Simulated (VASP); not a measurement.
A run of VASP 6.6.1 is set up as follows.

INCAR

```
SYSTEM = HgTe
ALGO = Normal
EDIFF = 1E-7
ENCUT = 520
GGA = PE
ISIF = 2
ISMEAR = 0
LASPH = .True.
LCHARG = .True.
LELF = .True.
LREAL = .False.
LVHAR = .True.
LWAVE = .False.
NBANDS = 16
NELM = 80
PREC = Accurate
SIGMA = 0.05
```

The input KPOINTS:

```
k-points
0
Gamma
  6 6 6
  0 0 0
```

The input POSCAR:

```
HgTe
1.0
    0.0000000000      3.2342082585      3.2342082585
    3.2342082585      0.0000000000      3.2342082585
    3.2342082585      3.2342082585      0.0000000000
Hg Te
1 1
Direct
    0.0000000000      0.0000000000      0.0000000000
    0.2500000000      0.2500000000      0.2500000000
```

Potentials or basis: VASP PAW PBE potentials, release 64 (Hg, Te).

The run is started by

```sh
$ cat potpaw_PBE.64/Hg/POTCAR potpaw_PBE.64/Te/POTCAR > POTCAR
$ mpirun -np 1 vasp_std > vasp.out
```

(1) Estimate the pressure.

(2) Predict the band gap on the k mesh.

## Answers

(1) 3.7 GPa.

(2) zero (filled and empty bands touch).

Caveat: the cell stands under pressure; semilocal functionals underestimate gaps, so a narrow gap can read as zero; spin-orbit coupling is left out, which moves the levels of the heavy elements.
